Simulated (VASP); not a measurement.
# Ta2Ti (Fd-3m) in VASP: further runs

Runs on Ta2Ti. Level: PBE. Tasks: single point, relaxation of cell and atoms.

Everything below comes from runs of VASP 6.6.1. Logs are shortened: lines on timing, memory, paths and dates and some standing lists are left out, and cuts for length are marked.

**1. The cell of the first run**

Symmetry: Fd-3m, No. 227, cubic system. The conventional cell has a = 7.284 Å, b = 7.284 Å, c = 7.284 Å, α = 90.00°, β = 90.00°, γ = 90.00°. Within 4.0 Å of Ti (site symmetry -43m) lie 12 Ta at 3.02 Å and 4 Ti at 3.15 Å. Within 3.4 Å of Ta (site symmetry -3m) lie 6 Ta at 2.58 Å and 6 Ti at 3.02 Å.

**2. Single point, PBE**

INCAR

```
PREC     = Accurate       # precision mode
ENCUT    = 520            # plane-wave cutoff, eV
EDIFF    = 1E-6           # SCF threshold, eV
ISMEAR   = 0              # smearing method
SIGMA    = 0.1            # smearing width, eV
LREAL    = F              # projectors in reciprocal space
LASPH    = T              # aspherical terms in the spheres
NELM     = 100            # most SCF steps
ALGO     = Normal         # electronic algorithm
ISIF     = 2              # what is computed and relaxed
LWAVE    = F              # write WAVECAR
LCHARG   = T              # write CHGCAR
GGA      = PE             # functional
LELF     = T              # ELF
LVHAR    = T            
NBANDS   = 43             # bands
```

KPOINTS

```
regular mesh
0
Gamma
  4 4 4
```

POSCAR

```
Ta2Ti
1.0
    0.0000000000      3.6419047090      3.6419047090
    3.6419047090      0.0000000000      3.6419047090
    3.6419047090      3.6419047090      0.0000000000
Ti Ta
2 4
Direct
    0.0000000000      0.0000000000      0.0000000000
    0.2500000000      0.2500000000      0.2500000000
    0.6250000000      0.6250000000      0.6250000000
    0.1250000000      0.6250000000      0.6250000000
    0.6250000000      0.6250000000      0.1250000000
    0.6250000000      0.1250000000      0.6250000000
```

Potentials or basis: VASP PAW PBE potentials, release 64 (Ti_sv, Ta_pv).

Launch:

```
$ cat potpaw_PBE.64/Ti_sv/POTCAR potpaw_PBE.64/Ta_pv/POTCAR > POTCAR
$ mpirun -np 1 vasp_std > vasp.out
```

OUTCAR:

```text
PREC = Accurate
   ENCUT = 520
   EDIFF = 1E-6
   ISMEAR = 0
   LREAL = F
   LASPH = T
   NELM = 100
   ISIF = 2
   GGA = PE

 ion  position               nearest neighbor table
   1  0.000  0.000  0.000-   3 3.02   5 3.02   6 3.02   3 3.02   4 3.02   5 3.02   4 3.02   6 3.02
                             4 3.02   5 3.02   6 3.02   3 3.02
   2  0.250  0.250  0.250-   4 3.02   5 3.02   6 3.02   4 3.02   6 3.02   3 3.02   4 3.02   5 3.02
                             3 3.02   5 3.02   6 3.02   3 3.02
   3  0.625  0.625  0.625-   4 2.58   5 2.58   6 2.58   5 2.58   6 2.58   4 2.58   1 3.02   2 3.02
                             1 3.02   2 3.02   1 3.02   2 3.02
   4  0.125  0.625  0.625-   3 2.58   5 2.58   6 2.58   3 2.58   5 2.58   6 2.58   2 3.02   1 3.02
                             1 3.02   2 3.02   2 3.02   1 3.02
   5  0.625  0.625  0.125-   3 2.58   3 2.58   4 2.58   6 2.58   6 2.58   4 2.58   1 3.02   2 3.02
                             1 3.02   2 3.02   1 3.02   2 3.02
   6  0.625  0.125  0.625-   3 2.58   5 2.58   3 2.58   4 2.58   5 2.58   4 2.58   2 3.02   1 3.02
                             2 3.02   2 3.02   1 3.02   1 3.02

  LATTYP: Found a face centered cubic cell.
 ALAT       =     7.2838094180

  Lattice vectors:

 A1 = (   0.0000000000,   3.6419047090,   3.6419047090)
 A2 = (   3.6419047090,   0.0000000000,   3.6419047090)
 A3 = (   3.6419047090,   3.6419047090,   0.0000000000)

Analysis of symmetry for initial positions (statically):
=====================================================================
 Subroutine PRICEL returns:
 Original cell was already a primitive cell.

 Routine SETGRP: Setting up the symmetry group for a
 face centered cubic supercell.

 Subroutine GETGRP returns: Found 48 space group operations
 (whereof 24 operations were pure point group operations)
 out of a pool of 48 trial point group operations.

The static configuration has the point symmetry T_d .
 The point group associated with its full space group is O_h .

Analysis of symmetry for dynamics (positions and initial velocities):
=====================================================================
 Subroutine PRICEL returns:
 Original cell was already a primitive cell.

 Routine SETGRP: Setting up the symmetry group for a
 face centered cubic supercell.

 Subroutine GETGRP returns: Found 48 space group operations
 (whereof 24 operations were pure point group operations)
 out of a pool of 48 trial point group operations.

The dynamic configuration has the point symmetry T_d .
[... 94 lines left out ...]
   NSW    =      0    number of steps for IOM
   IBRION =     -1    ionic relax: 0-MD 1-quasi-New 2-CG
   NFREE  =      0    steps in history (QN), initial steepest desc. (CG)
   ISIF   =      2    stress and relaxation
   ISYM   =      2    0-nonsym 1-usesym 2-fastsym
   POTIM  = 0.5000    time-step for ionic-motion
   TEBEG  =    0.0;   TEEND  =   0.0 temperature during run
   PSTRESS=    0.0 pullay stress
   NELECT =      68.0000    total number of electrons
   NUPDOWN=      -1.0000    fix difference up-down
   EMIN   =  10.00;   EMAX   =-10.00  energy-range for DOS
   EFERMI =   0.00;   METHOD = LEGACY
   ISMEAR =     0;   SIGMA  =   0.10  broadening in eV -4-tet -1-fermi 0-gaus
   EFERMI_NEDOS =   21; number of points for ismear=-14 and -15
   IALGO  =     38    algorithm
   IMIX   =      4    mixing-type and parameters
     AMIX     =   0.40;   BMIX     =  1.00
     AMIX_MAG =   1.60;   BMIX_MAG =  1.00
  volume/ion in A,a.u.               =      16.10       108.66
  Fermi-wavevector in a.u.,A,eV,Ry     =   1.456261  2.751934 28.853823  2.120696
  Thomas-Fermi vector in A             =   2.573200
   LORBIT       =      0    0 simple, 1 ext, 2 COOP (PROOUT), +10 PAW based schemes
   GGA     = PE    functional components
   LHFCALC =     F    Hartree Fock is set to
   AEXX    =    0.0000 exact exchange contribution
   IVDW    =     0    specifies the selected vdW correction
   LEPSILON=     F    determine dielectric tensor
   LRPA    =     F    only Hartree local field effects (RPA)
 non-spin polarized calculation
 Gauss-broadening in eV      SIGMA  =   0.10
  energy-cutoff  :      520.00
  volume of cell :       96.61
 maximum number of plane-waves:      2637
 NGX is ok and might be reduce to    40
   NGX = 19   NGY = 19   NGZ = 19

 number of electron      67.9999993 magnetization

 Free energy of the ion-electron system (eV)
  ---------------------------------------------------
  ext. energy  EPLUGINS =         0.00000000
  ---------------------------------------------------
  free energy    TOTEN  =       -59.47230769 eV

  energy without entropy =      -59.41166227  energy(sigma->0) =      -59.44198498

 E-fermi :   7.0381     XC(G=0): -12.7032

 val. band max:        6.9855727012   @ k =   0.2500   0.2500   0.0000
 cond. band min:       7.0384090133   @ k =  -0.2500   0.2500   0.0000
 fundamental gap:      0.0528363121
 Fermi energy:         7.0380778111

 k-point     1 :       0.0000    0.0000    0.0000
  band No.  band energies     occupation
      1     -49.3113      2.00000
      2     -49.2813      2.00000
      3     -28.4860      2.00000
      4     -27.0021      2.00000
      5     -27.0021      2.00000
      6     -27.0021      2.00000
[... 357 lines left out ...]
     42       9.6501      0.00000
     43      10.0556      0.00000

------------------------ aborting loop because EDIFF is reached ----------------------------------------

  FORCE on cell =-STRESS in cart. coord.  units (eV):
  Direction    XX          YY          ZZ          XY          YZ          ZX
  --------------------------------------------------------------------------------------
  -------------------------------------------------------------------------------------
  Total       21.6600662     21.6600662     21.6600662      0.0000000      0.0000000      0.0000000
  in kB      359.2151385    359.2151385    359.2151385      0.0000000      0.0000000      0.0000000
  external PRESSURE =     359.2151385 kB  Pullay stress =       0.0000000 kB

 VOLUME and BASIS-vectors are now :
 -----------------------------------------------------------------------------
  energy-cutoff  :      520.00
  volume of cell :       96.61
      direct lattice vectors                 reciprocal lattice vectors
     0.000000000  3.641904709  3.641904709    -0.137290797  0.137290797  0.137290797
     3.641904709  0.000000000  3.641904709     0.137290797 -0.137290797  0.137290797
     3.641904709  3.641904709  0.000000000     0.137290797  0.137290797 -0.137290797

 POSITION                                       TOTAL-FORCE (eV/Angst)
 -----------------------------------------------------------------------------------
      0.00000      0.00000      0.00000        -0.000000     -0.000000      0.000000
      1.82095      1.82095      1.82095         0.000000      0.000000     -0.000000
      4.55238      4.55238      4.55238        -0.000000     -0.000000      0.000000
      4.55238      2.73143      2.73143        -0.000000     -0.000000      0.000000
      2.73143      2.73143      4.55238        -0.000000     -0.000000      0.000000
      2.73143      4.55238      2.73143        -0.000000     -0.000000      0.000000
 -----------------------------------------------------------------------------------
    total drift:                                0.000000      0.000000      0.000000

  FREE ENERGIE OF THE ION-ELECTRON SYSTEM (eV)
  ---------------------------------------------------
  free  energy   TOTEN  =       -59.4723076863 eV

  energy  without entropy=      -59.4116622747  energy(sigma->0) =      -59.44198498
```

OSZICAR:

```text
N       E                     dE             d eps       ncg     rms          rms(c)
DAV:   1     0.846671672038E+03    0.84667E+03   -0.35817E+04   688   0.182E+03
DAV:   2     0.999928015711E+01   -0.83667E+03   -0.81908E+03   688   0.561E+02
DAV:   3    -0.613641208707E+02   -0.71363E+02   -0.67745E+02  1042   0.139E+02
DAV:   4    -0.661490744541E+02   -0.47850E+01   -0.47337E+01   920   0.313E+01
DAV:   5    -0.663760000880E+02   -0.22693E+00   -0.22664E+00   992   0.613E+00    0.399E+01
DAV:   6    -0.671624167500E+02   -0.78642E+00   -0.10927E+02  1034   0.418E+01    0.286E+01
DAV:   7    -0.606560716588E+02    0.65063E+01   -0.89878E+01   932   0.419E+01    0.194E+01
DAV:   8    -0.595465052375E+02    0.11096E+01   -0.11113E+01   866   0.175E+01    0.255E+00
DAV:   9    -0.594756641816E+02    0.70841E-01   -0.73468E-01   962   0.551E+00    0.102E+00
DAV:  10    -0.594714603811E+02    0.42038E-02   -0.50968E-02   855   0.135E+00    0.671E-01
DAV:  11    -0.594725178053E+02   -0.10574E-02   -0.10501E-02   920   0.709E-01    0.358E-01
DAV:  12    -0.594724046767E+02    0.11313E-03   -0.61808E-03   912   0.715E-01    0.867E-02
DAV:  13    -0.594723203845E+02    0.84292E-04   -0.67123E-04   864   0.242E-01    0.446E-02
DAV:  14    -0.594723138360E+02    0.65485E-05   -0.67983E-05   920   0.529E-02    0.280E-02
DAV:  15    -0.594723078450E+02    0.59909E-05   -0.18760E-05   864   0.329E-02    0.100E-02
DAV:  16    -0.594723076863E+02    0.15871E-06   -0.23085E-06   709   0.102E-02
   1 F= -.59472308E+02 E0= -.59441985E+02  d E =-.606454E-01
```

Wall time 32 s (1 thread of Intel Xeon Platinum 8488C (Sapphire Rapids), shared host); peak memory 0.24 GiB.

What came out:

| Item | Value |
| --- | --- |
| Free energy | -59.4723 eV |
| Pressure | 35.9 GPa |
| Band gap on the k mesh | zero (band 34 reaches 7.68 eV, above the bottom of band 35 at 6.87 eV) |

Caveat: the k points lie up to 0.37 Å⁻¹ apart; spin-orbit coupling is left out, which moves the levels of the heavy elements.

**3. Single point, PBE**

This run uses another cell than the first one, of 19.10 Å³/atom, 1.186 times its volume.

INCAR

```
ALGO = Normal ; EDIFF = 1E-6
ENCUT = 520 ; GGA = PE
ISIF = 2 ; ISMEAR = 0
LASPH = T ; LCHARG = F
LREAL = F ; LWAVE = F
NBANDS = 43 ; NELM = 60
PREC = Accurate ; SIGMA = 0.1
```

KPOINTS

```
k-points
0
Gamma
  4 4 4
```

POSCAR, as its differences from that of step 2:

```diff
@@ -2,5 +2,5 @@
 1.0
-    0.0000000000      3.6419047090      3.6419047090
-    3.6419047090      0.0000000000      3.6419047090
-    3.6419047090      3.6419047090      0.0000000000
+    0.0000000000      3.8552121697      3.8552121697
+    3.8552121697      0.0000000000      3.8552121697
+    3.8552121697      3.8552121697      0.0000000000
 Ti Ta
```

Potentials or basis: VASP PAW PBE potentials, release 64 (Ti_sv, Ta_pv).

Launch:

```
$ cat potpaw_PBE.64/Ti_sv/POTCAR potpaw_PBE.64/Ta_pv/POTCAR > POTCAR
$ mpirun -np 1 vasp_std > vasp.out
```

Wall time 43 s (1 thread of Intel Xeon Platinum 8488C (Sapphire Rapids), shared host); peak memory 0.26 GiB.

It converged, with:

* Free energy: -61.2312 eV
* Pressure: 0.2 GPa
* Band gap on the k mesh: zero (band 34 reaches 5.92 eV, above the bottom of band 35 at 5.37 eV)

Levels at points of the mesh, in eV from the Fermi level:
| k point | band 30 | band 31 | band 32 | band 33 | band 34 | band 35 | band 36 | band 37 | band 38 | band 39 |
| --- | --- | --- | --- | --- | --- | --- | --- | --- | --- | --- |
| (0.00, 0.00, 0.00) | -1.06 | 0.06 | 0.06 | 0.40 | 0.40 | 0.40 | 1.45 | 1.45 | 1.45 | 1.77 |
| (0.50, 0.00, 0.00) | -0.40 | -0.35 | -0.35 | -0.31 | -0.14 | -0.14 | 0.00 | 1.30 | 1.30 | 1.67 |
| (0.50, 0.50, 0.00) | -1.36 | -0.39 | -0.39 | -0.13 | -0.13 | -0.13 | -0.13 | 1.04 | 1.04 | 1.69 |

Caveat: spin-orbit coupling is left out, which moves the levels of the heavy elements.

**4. Single point, PBE**

This run uses another cell than the first one, of 19.08 Å³/atom, 1.185 times its volume.

INCAR

```
SYSTEM = Ta2Ti
  PREC = Accurate
  ENCUT = 520
  EDIFF = 1E-6
  ISMEAR = 0
  SIGMA = 0.1
  LREAL = .False.
  LASPH = .True.
  NELM = 80
  ALGO = Fast
  ISIF = 2
  LWAVE = .False.
  LCHARG = .False.
  GGA = PE
  NBANDS = 43
```

KPOINTS

```
regular mesh
0
Gamma
  8 8 8
  0 0 0
```

POSCAR

```
Ta2Ti
1.0
    0.0000000000      3.8540525732      3.8540525732
    3.8540525732      0.0000000000      3.8540525732
    3.8540525732      3.8540525732      0.0000000000
Ti Ta
2 4
Direct
    0.5000000000      0.5000000000      0.5000000000
    0.7500000000      0.7500000000      0.7500000000
    0.1250000000      0.1250000000      0.1250000000
    0.6250000000      0.1250000000      0.1250000000
    0.1250000000      0.1250000000      0.6250000000
    0.1250000000      0.6250000000      0.1250000000
```

Launch:

```
$ cat potpaw_PBE.64/Ti_sv/POTCAR potpaw_PBE.64/Ta_pv/POTCAR > POTCAR
$ mpirun -np 1 vasp_std > vasp.out
```

Run time: 6.4 min. Hardware: 1 thread of Intel Xeon Platinum 8488C (Sapphire Rapids), shared host; peak memory 0.32 GiB.

Results (log left out):

* Free energy: -61.2950 eV
* Pressure: 0.1 GPa
* Band gap on the k mesh: zero (band 34 reaches 5.92 eV, above the bottom of band 35 at 5.37 eV)

Levels at points of the mesh, in eV from the Fermi level:
| k point | band 31 | band 32 | band 33 | band 34 | band 35 | band 36 | band 37 | band 38 |
| --- | --- | --- | --- | --- | --- | --- | --- | --- |
| (0.00, 0.00, 0.00) | 0.05 | 0.05 | 0.40 | 0.40 | 0.40 | 1.45 | 1.45 | 1.45 |
| (0.50, 0.00, 0.00) | -0.35 | -0.35 | -0.30 | -0.14 | -0.14 | 0.03 | 1.30 | 1.30 |
| (0.50, 0.50, 0.00) | -0.39 | -0.39 | -0.13 | -0.13 | -0.12 | -0.12 | 1.05 | 1.05 |

Caveat: spin-orbit coupling is left out, which moves the levels of the heavy elements.

[end of part 1 of 2]
